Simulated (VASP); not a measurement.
Runs of VASP 6.6.1 on Cu. Symmetry: Fm-3m, No. 225, cubic system. Conventional cell: a = 3.593 Å, b = 3.593 Å, c = 3.593 Å, α = 90.00°, β = 90.00°, γ = 90.00°. Cu (site symmetry m-3m) has 12 Cu at 2.54 Å within 3.4 Å. 

```tsv
k mesh	smearing	gap on the mesh (eV)	pressure (GPa)
7 × 7 × 7	fermi-dirac 0.1 eV	none	(a)
14 × 14 × 14	fermi-dirac 0.1 eV	none	5.3
14 × 14 × 14	fermi-dirac 0.0005 eV	none	5.3
14 × 14 × 14	tetrahedron	none	5.1
```

Alike in all rows: task single point; level PBE; potentials or basis VASP PAW PBE potentials, release 64 (Cu); no spin polarisation; cell as given; cutoff (eV) 600.

Fill in the values left out.

(a) 5.0.

Caveats: some runs use coarse meshes; tetrahedron occupations give inexact forces and stress in metals (some runs).

A gap of «none» marks levels without a gap at the run's occupations.
